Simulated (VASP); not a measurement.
A run of VASP 6.6.1:

Contents of POSCAR:

```
ZnS
1.0
    0.0000000000      2.7020000000      2.7020000000
    2.7020000000      0.0000000000      2.7020000000
    2.7020000000      2.7020000000      0.0000000000
Zn S
1 1
Direct
    0.7500000000      0.7500000000      0.7500000000
    0.0000000000      0.0000000000      0.0000000000
```

INCAR.step1

```
PREC     = Accurate       # precision mode
ENCUT    = 520            # plane-wave cutoff, eV
EDIFF    = 1E-5           # SCF threshold, eV
ISMEAR   = -1             # smearing method
SIGMA    = 0.05           # smearing width, eV
LREAL    = F              # projectors in reciprocal space
LASPH    = T              # aspherical terms in the spheres
NELM     = 100            # most SCF steps
ALGO     = Normal         # electronic algorithm
ISIF     = 2              # what is computed and relaxed
LWAVE    = T              # write WAVECAR
LCHARG   = F              # write CHGCAR
GGA      = PE             # functional
NBANDS   = 16             # bands
```

Contents of INCAR.step2:

```
PREC     = Accurate       # precision mode
ENCUT    = 520            # plane-wave cutoff, eV
EDIFF    = 1E-6           # SCF threshold, eV
ISMEAR   = -1             # smearing method
SIGMA    = 0.05           # smearing width, eV
LREAL    = F              # projectors in reciprocal space
LASPH    = T              # aspherical terms in the spheres
NELM     = 100            # most SCF steps
ALGO     = Normal         # electronic algorithm
ISIF     = 2              # what is computed and relaxed
LWAVE    = F              # write WAVECAR
LCHARG   = F              # write CHGCAR
GGA      = PE             # functional
LHFCALC  = T              # exact exchange
AEXX     = 0.4            # exact-exchange fraction
HFSCREEN = 0.2            # screening, 1/A
PRECFOCK = Normal       
ISTART   = 1            
NBANDS   = 16             # bands
```

The input KPOINTS:

```
regular mesh
0
Gamma
  5 5 5
```

Potentials or basis: VASP PAW PBE potentials, release 64 (Zn, S).

Launch:

```console
$ cat potpaw_PBE.64/Zn/POTCAR potpaw_PBE.64/S/POTCAR > POTCAR
$ cp INCAR.step1 INCAR
$ mpirun -np 1 vasp_std > vasp.out
$ cp INCAR.step2 INCAR
$ mpirun -np 1 vasp_std > vasp.out
```

Hardware: 1 thread of Intel(R) Xeon(R) Platinum 8375C CPU @ 2.90GHz (Ice Lake), on a shared host.

Task: Estimate the wall time of this run.

Result: Wall time 18 min on 1 thread of Intel(R) Xeon(R) Platinum 8375C CPU @ 2.90GHz (Ice Lake), with other jobs on the host, peak memory 0.26 GiB. Counts: k points 10.
